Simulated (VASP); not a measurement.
Here is a VASP 6.6.1 calculation.

INCAR

```
SYSTEM = SiTe
ALGO = Normal
EDIFF = 1E-8
ENCUT = 520
GGA = PE
ISIF = 2
ISMEAR = -1
LASPH = .True.
LCHARG = .False.
LEFG = .True.
LREAL = .False.
LWAVE = .False.
NBANDS = 18
NELM = 100
PREC = Accurate
SIGMA = 0.08
```

The input KPOINTS:

```
k-points
0
Gamma
  10 10 6
  0 0 0
```

POSCAR

```
SiTe
1.0
    4.9655942136      0.0000000000      0.0000000000
   -2.4827971068      4.3003307339      0.0000000000
    0.0000000000      0.0000000000      5.9545837710
Te Si
2 2
Direct
    0.3333333333      0.6666666667     -0.0396559744
    0.6666666667      0.3333333333      0.4603440256
    0.3333333333      0.6666666667      0.4156559744
    0.6666666667      0.3333333333      0.9156559744
```

Potentials or basis: VASP PAW PBE potentials, release 64 (Te, Si).

Launch:

```bash
$ cat potpaw_PBE.64/Te/POTCAR potpaw_PBE.64/Si/POTCAR > POTCAR
$ mpirun -np 1 vasp_std > vasp.out
```

(1) What does it give for the band gap on the k mesh?

(2) What does it give for the pressure?

Results:

(1) zero (band 10 reaches 5.05 eV, above the bottom of band 11 at 4.87 eV).

(2) 0.0 GPa.

Caveat: without QUAD_EFG the Cq values of the log hold for a quadrupole moment of 1 mb, not for the nuclei; spin-orbit coupling is left out, which moves the levels of the heavy elements.
